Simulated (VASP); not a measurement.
Set up this calculation in VASP 6.6.1, as the native input.

```yaml
Task: single point
Functional: PBE
Potentials_or_basis: VASP PAW PBE potentials, release 64 (Cu_sv_GW)
Cutoff: 820 eV
k_mesh: 24 × 24 × 24
Occupations: gaussian, width 0.15 eV
Spin: no spin polarisation
Dipole_correction: no
Further_INCAR_settings: ALGO = Normal; EDIFF = 1e-06; NBANDS = 16
```

The structure of Cu lies in POSCAR:

```
Cu
1.0
    0.0000000000      2.1681355054      1.4736817030
    2.1681355054      0.0000000000      1.4736817030
    2.1681355054      2.1681355054      0.0000000000
Cu
1
Direct
    0.0000000000      0.0000000000      0.0000000000
```

One way to write it, as run:

INCAR

```
  PREC = Accurate
  ENCUT = 820
  EDIFF = 1E-6
  ISMEAR = 0
  SIGMA = 0.15
  LREAL = False
  LASPH = True
  NELM = 120
  ALGO = Normal
  ISIF = 2
  LWAVE = False
  LCHARG = False
  GGA = PE
  NBANDS = 16
  GGA_COMPAT = False
```

KPOINTS

```
Automatic mesh
0
Gamma
  24 24 24
```

Potentials or basis: VASP PAW PBE potentials, release 64 (Cu_sv_GW).

Run with:

```console
$ cat potpaw_PBE.64/Cu_sv_GW/POTCAR > POTCAR
$ mpirun -np 1 vasp_std > vasp.out
```

Results of the run:

The pressure is -13.8 GPa and the band gap on the k mesh is zero (an odd number of electrons rules out a gap without spin polarisation).

Caveat: the cell stands under tension.

Wall time 5.4 min on 1 thread of Intel(R) Xeon(R) Platinum 8259CL CPU @ 2.50GHz (Skylake/Cascade Lake), with other jobs on the host, peak memory 0.63 GiB.
